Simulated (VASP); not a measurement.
# Zn3CdTe4 (P-43m) in VASP: single point with PBE

Aim: the single point of Zn3CdTe4 with PBE.

Everything below comes from runs of VASP 6.6.1. Logs are shortened: lines on timing, memory, paths and dates and some standing lists are left out, and cuts for length are marked.

### 1 The cell of the first run

Symmetry: P-43m, No. 215, cubic system. Conventional cell: a = 6.288 Å, b = 6.288 Å, c = 6.288 Å, α = 90.00°, β = 90.00°, γ = 90.00°. Within 3.5 Å of Zn (site symmetry -42m) lie 4 Te at 2.69 Å. Within 3.7 Å of Cd (site symmetry -43m) lie 4 Te at 2.82 Å. Within 3.5 Å of Te (site symmetry 3m) lie 3 Zn at 2.69 Å and 1 Cd at 2.82 Å.

### 2 Single point, PBE

Input file POSCAR:

```
Zn3CdTe4
1.0
    6.2875654000      0.0000000000      0.0000000000
    0.0000000000      6.2875654000      0.0000000000
    0.0000000000      0.0000000000      6.2875654000
Zn Cd Te
3 1 4
Direct
    0.5000000000      0.0000000000      0.0000000000
    0.0000000000      0.0000000000      0.5000000000
    0.0000000000      0.5000000000      0.0000000000
    0.5000000000      0.5000000000      0.5000000000
    0.7593390000      0.2406610000      0.7593390000
    0.7593390000      0.7593390000      0.2406610000
    0.2406610000      0.2406610000      0.2406610000
    0.2406610000      0.7593390000      0.7593390000
```

Input file INCAR.step1:

```
SYSTEM = Zn3CdTe4
ALGO = Normal
EDIFF = 1E-6
ENCUT = 520
GGA = PE
ISIF = 2
ISMEAR = 0
LASPH = .TRUE.
LCHARG = .TRUE.
LREAL = .FALSE.
LWAVE = .FALSE.
NBANDS = 46
NELM = 80
PREC = Accurate
SIGMA = 0.02
```

Input file KPOINTS.step1:

```
k-points
0
G
  4 4 4
  0 0 0
```

Input file INCAR.step2:

```
SYSTEM = Zn3CdTe4
ALGO = Normal
EDIFF = 1E-6
ENCUT = 520
GGA = PE
ICHARG = 11
ISIF = 2
ISMEAR = -5
LASPH = .TRUE.
LCHARG = .FALSE.
LORBIT = 11
LREAL = .FALSE.
LWAVE = .FALSE.
NEDOS = 2001
NELM = 80
PREC = Accurate
SIGMA = 0.02
```

Input file KPOINTS.step2:

```
k-points
0
G
  6 6 6
  0 0 0
```

Potentials or basis: VASP PAW PBE potentials, release 64 (Zn, Cd, Te).

Started as:

```console
$ cat potpaw_PBE.64/Zn/POTCAR potpaw_PBE.64/Cd/POTCAR potpaw_PBE.64/Te/POTCAR > POTCAR
$ cp INCAR.step1 INCAR
$ cp KPOINTS.step1 KPOINTS
$ mpirun -np 1 vasp_std > vasp.out
$ cp INCAR.step2 INCAR
$ cp KPOINTS.step2 KPOINTS
$ mpirun -np 1 vasp_std > vasp.out
```

OUTCAR:

```text
SYSTEM = Zn3CdTe4
   EDIFF = 1E-6
   ENCUT = 520
   GGA = PE
   ICHARG = 11
   ISIF = 2
   ISMEAR = -5
   LASPH = .TRUE.
   LORBIT = 11
   LREAL = .FALSE.
   NELM = 80
   PREC = Accurate

 ion  position               nearest neighbor table
   1  0.500  0.000  0.000-   5 2.69   6 2.69   7 2.69   8 2.69
   2  0.000  0.000  0.500-   5 2.69   6 2.69   7 2.69   8 2.69
   3  0.000  0.500  0.000-   5 2.69   6 2.69   7 2.69   8 2.69
   4  0.500  0.500  0.500-   5 2.82   6 2.82   7 2.82   8 2.82
   5  0.759  0.241  0.759-   1 2.69   2 2.69   3 2.69   4 2.82
   6  0.759  0.759  0.241-   1 2.69   2 2.69   3 2.69   4 2.82
   7  0.241  0.241  0.241-   1 2.69   2 2.69   3 2.69   4 2.82
   8  0.241  0.759  0.759-   1 2.69   2 2.69   3 2.69   4 2.82

  LATTYP: Found a simple cubic cell.
 ALAT       =     6.2875654000

  Lattice vectors:

 A1 = (   6.2875654000,   0.0000000000,   0.0000000000)
 A2 = (   0.0000000000,   6.2875654000,   0.0000000000)
 A3 = (   0.0000000000,   0.0000000000,   6.2875654000)

Analysis of symmetry for initial positions (statically):
=====================================================================
 Subroutine PRICEL returns:
 Original cell was already a primitive cell.

 Routine SETGRP: Setting up the symmetry group for a
 simple cubic supercell.

 Subroutine GETGRP returns: Found 24 space group operations
 (whereof 24 operations were pure point group operations)
 out of a pool of 48 trial point group operations.

The static configuration has the point symmetry T_d .

Analysis of symmetry for dynamics (positions and initial velocities):
=====================================================================
 Subroutine PRICEL returns:
 Original cell was already a primitive cell.

 Routine SETGRP: Setting up the symmetry group for a
 simple cubic supercell.

 Subroutine GETGRP returns: Found 24 space group operations
 (whereof 24 operations were pure point group operations)
 out of a pool of 48 trial point group operations.

The dynamic configuration has the point symmetry T_d .

 Subroutine INISYM returns: Found 24 space group operations
 (whereof 24 operations are pure point group operations),
 and found     1 'primitive' translations

----------------------------------------------------------------------------------------

                                     Primitive cell

  volume of cell :     248.5693

  direct lattice vectors                    reciprocal lattice vectors
     6.287565400  0.000000000  0.000000000     0.159044071  0.000000000  0.000000000
     0.000000000  6.287565400  0.000000000     0.000000000  0.159044071  0.000000000
     0.000000000  0.000000000  6.287565400     0.000000000  0.000000000  0.159044071

  length of vectors
     6.287565400  6.287565400  6.287565400     0.159044071  0.159044071  0.159044071

  position of ions in fractional coordinates (direct lattice)
     0.500000000  0.000000000  0.000000000
     0.000000000  0.000000000  0.500000000
     0.000000000  0.500000000  0.000000000
     0.500000000  0.500000000  0.500000000
     0.759339000  0.240661000  0.759339000
     0.759339000  0.759339000  0.240661000
     0.240661000  0.240661000  0.240661000
     0.240661000  0.759339000  0.759339000

  ion indices of the primitive-cell ions
   primitive index   ion index
                 1           1
                 2           2
                 3           3
                 4           4
                 5           5
                 6           6
                 7           7
                 8           8

----------------------------------------------------------------------------------------

 KPOINTS: k-points

Automatic generation of k-mesh.
 Grid dimensions read from file:
 generate k-points for:    6    6    6

 Generating k-lattice:

  Cartesian coordinates                     Fractional coordinates (reciprocal lattice)
     0.026507345  0.000000000  0.000000000     0.166666667  0.000000000  0.000000000
     0.000000000  0.026507345  0.000000000     0.000000000  0.166666667  0.000000000
     0.000000000  0.000000000  0.026507345     0.000000000  0.000000000  0.166666667

  Length of vectors
     0.026507345  0.026507345  0.026507345

  Shift w.r.t. Gamma in fractional coordinates (k-lattice)
     0.000000000  0.000000000  0.000000000

 TETIRR: Found    104 inequivalent tetrahedra from     1296

 Subroutine IBZKPT returns following result:
 ===========================================

 Found     20 irreducible k-points:

 Following reciprocal coordinates:
            Coordinates               Weight
  0.000000  0.000000  0.000000      1.000000
  0.166667  0.000000  0.000000      6.000000
  0.333333  0.000000  0.000000      6.000000
  0.500000  0.000000  0.000000      3.000000
  0.166667  0.166667  0.000000     12.000000
  0.333333  0.166667  0.000000     24.000000
[... 12 lines left out ...]
  0.500000  0.500000  0.333333      6.000000
  0.500000  0.500000  0.500000      1.000000
   k-points           NKPTS =     20   k-points in BZ     NKDIM =     20   number of bands    NBANDS=     43
   number of dos      NEDOS =   2001   number of ions     NIONS =      8
   total plane-waves  NPLWV = 110592
   dimension x,y,z NGX =    48 NGY =   48 NGZ =   48
   dimension x,y,z NGXF=    96 NGYF=   96 NGZF=   96
   ions per type =               3   1   4
   NGX,Y,Z   is equivalent  to a cutoff of  12.69, 12.69, 12.69 a.u.
   NGXF,Y,Z  is equivalent  to a cutoff of  25.38, 25.38, 25.38 a.u.
 SYSTEM =  Zn3CdTe4
   PREC   = accura    normal or accurate (medium, high low for compatibility)
   ISTART =      0    job   : 0-new  1-cont  2-samecut
   ICHARG =     11    charge: 1-file 2-atom 10-const
   ISPIN  =      1    spin polarized calculation?
   LNONCOLLINEAR =      F non collinear calculations
   LSORBIT =      F    spin-orbit coupling
   LASPH  =      T    aspherical Exc in radial PAW
   ENCUT  =  520.0 eV  38.22 Ry    6.18 a.u.  11.69 11.69 11.69*2*pi/ulx,y,z
   NELM   =     80;   NELMIN=  2; NELMDL=  0     # of ELM steps
   EDIFF  = 0.1E-05   stopping-criterion for ELM
   LREAL  =      F    real-space projection
   EDIFFG = 0.1E-04   stopping-criterion for IOM
   NSW    =      0    number of steps for IOM
   IBRION =     -1    ionic relax: 0-MD 1-quasi-New 2-CG
   NFREE  =      0    steps in history (QN), initial steepest desc. (CG)
   ISIF   =      2    stress and relaxation
   ISYM   =      2    0-nonsym 1-usesym 2-fastsym
   POTIM  = 0.5000    time-step for ionic-motion
   TEBEG  =    0.0;   TEEND  =   0.0 temperature during run
   PSTRESS=    0.0 pullay stress
   NELECT =      72.0000    total number of electrons
   NUPDOWN=      -1.0000    fix difference up-down
   EMIN   =  10.00;   EMAX   =-10.00  energy-range for DOS
   EFERMI =   0.00;   METHOD = LEGACY
   ISMEAR =    -5;   SIGMA  =   0.02  broadening in eV -4-tet -1-fermi 0-gaus
   EFERMI_NEDOS =   21; number of points for ismear=-14 and -15
   IALGO  =     38    algorithm
   IMIX   =      4    mixing-type and parameters
     AMIX     =   0.40;   BMIX     =  1.00
     AMIX_MAG =   1.60;   BMIX_MAG =  1.00
  volume/ion in A,a.u.               =      31.07       209.68
  Fermi-wavevector in a.u.,A,eV,Ry     =   1.083186  2.046925 15.963614  1.173293
  Thomas-Fermi vector in A             =   2.219246
   LORBIT       =     11    0 simple, 1 ext, 2 COOP (PROOUT), +10 PAW based schemes
   GGA     = PE    functional components
   LHFCALC =     F    Hartree Fock is set to
   AEXX    =    0.0000 exact exchange contribution
   IVDW    =     0    specifies the selected vdW correction
   LEPSILON=     F    determine dielectric tensor
   LRPA    =     F    only Hartree local field effects (RPA)
 non-spin polarized calculation
 Fermi weights with tetrahedron method with Bloechl corrections
  energy-cutoff  :      520.00
  volume of cell :      248.57
 maximum number of plane-waves:      6728
 NGX is ok and might be reduce to    48

 number of electron      71.9999987 magnetization

 Free energy of the ion-electron system (eV)
  ---------------------------------------------------
  ext. energy  EPLUGINS =         0.00000000
  ---------------------------------------------------
  free energy    TOTEN  =       -20.29843725 eV

  energy without entropy =      -20.29843725  energy(sigma->0) =      -20.29843725

 E-fermi :   2.5688     XC(G=0):  -8.6648

 val. band max:        2.5661519564   @ k =   0.0000   0.0000   0.0000
 cond. band min:       3.4516301539   @ k =   0.0000   0.0000   0.0000
 fundamental gap:      0.8854781975
 Fermi energy:         2.5687794381

 k-point     1 :       0.0000    0.0000    0.0000
  band No.  band energies     occupation
      1      -8.7980      2.00000
      2      -7.8846      2.00000
      3      -7.8846      2.00000
      4      -7.8846      2.00000
      5      -5.4375      2.00000
      6      -5.4375      2.00000
[... 35 lines left out ...]
     42       5.1411      0.00000
     43       5.1411      0.00000

 k-point     2 :       0.1667    0.0000    0.0000
  band No.  band energies     occupation
      1      -8.7465      2.00000
      2      -7.9524      2.00000
      3      -7.8843      2.00000
      4      -7.8843      2.00000
      5      -5.4432      2.00000
      6      -5.4361      2.00000
[... 820 lines left out ...]
 k-point    20 :       0.5000    0.5000    0.5000
  band No.  band energies     occupation
      1      -8.1385      2.00000
      2      -8.1385      2.00000
      3      -8.1385      2.00000
      4      -8.0566      2.00000
      5      -5.4215      2.00000
      6      -5.4215      2.00000
[... 35 lines left out ...]
     42       7.5169      0.00000
     43       7.5523      0.00000

------------------------ aborting loop because EDIFF is reached ----------------------------------------

  FORCE on cell =-STRESS in cart. coord.  units (eV):
  Direction    XX          YY          ZZ          XY          YZ          ZX
  --------------------------------------------------------------------------------------
  -------------------------------------------------------------------------------------
  Total        0.2411438      0.2411438      0.2411438     -0.0000000     -0.0000000     -0.0000000
  in kB        1.5543151      1.5543151      1.5543151     -0.0000000     -0.0000000     -0.0000000
  external PRESSURE =       1.5543151 kB  Pullay stress =       0.0000000 kB

 VOLUME and BASIS-vectors are now :
 -----------------------------------------------------------------------------
  energy-cutoff  :      520.00
  volume of cell :      248.57
      direct lattice vectors                 reciprocal lattice vectors
     6.287565400  0.000000000  0.000000000     0.159044071  0.000000000  0.000000000
     0.000000000  6.287565400  0.000000000     0.000000000  0.159044071  0.000000000
     0.000000000  0.000000000  6.287565400     0.000000000  0.000000000  0.159044071

 POSITION                                       TOTAL-FORCE (eV/Angst)
 -----------------------------------------------------------------------------------
      3.14378      0.00000      0.00000         0.000000      0.000000      0.000000
      0.00000      0.00000      3.14378        -0.000000     -0.000000      0.000000
      0.00000      3.14378      0.00000        -0.000000     -0.000000      0.000000
      3.14378      3.14378      3.14378         0.000000      0.000000      0.000000
      4.77439      1.51317      4.77439         0.010642     -0.010642      0.010642
      4.77439      4.77439      1.51317         0.010642      0.010642     -0.010642
      1.51317      1.51317      1.51317        -0.010642     -0.010642     -0.010642
      1.51317      4.77439      4.77439        -0.010642      0.010642      0.010642
 -----------------------------------------------------------------------------------
    total drift:                                0.000000      0.000000     -0.000000

  FREE ENERGIE OF THE ION-ELECTRON SYSTEM (eV)
  ---------------------------------------------------
  free  energy   TOTEN  =       -20.2984372490 eV

  energy  without entropy=      -20.2984372490  energy(sigma->0) =      -20.29843725

 total charge

# of ion       s       p       d       tot
------------------------------------------
    1        0.545   0.389   9.759  10.693
    2        0.545   0.389   9.759  10.693
    3        0.545   0.389   9.759  10.693
    4        0.472   0.313   9.528  10.313
    5        1.349   2.048   0.023   3.421
    6        1.349   2.048   0.023   3.421
    7        1.349   2.048   0.023   3.421
    8        1.349   2.048   0.023   3.421
--------------------------------------------------
tot          7.505   9.672  38.899  56.075
```

Run time: 2 min. Hardware: 1 thread of Intel Xeon 6975P-C (Granite Rapids), shared host; peak memory 0.42 GiB.

Results:

| Item | Value |
| --- | --- |
| Valence electrons inside the program's atomic spheres | Zn 10.69; Cd 10.31; Te 3.42 |

Levels at points of the mesh, in eV from the valence-band top:
```tsv
k point	band 33	band 34	band 35	band 36	band 37	band 38	band 39	band 40
(0.00, 0.00, 0.00)	-1.91	0.00	0.00	0.00	0.89	2.19	2.51	2.51
(0.50, 0.00, 0.00)	-1.25	-1.25	-1.00	-1.00	2.61	2.87	3.50	3.52
(0.50, 0.50, 0.00)	-1.07	-0.80	-0.73	-0.73	2.93	2.93	3.24	3.34
(0.50, 0.50, 0.50)	-0.83	-0.64	-0.64	-0.64	1.66	1.66	1.66	1.90
```

Caveat: spin-orbit coupling is left out, which moves the levels of the heavy elements.
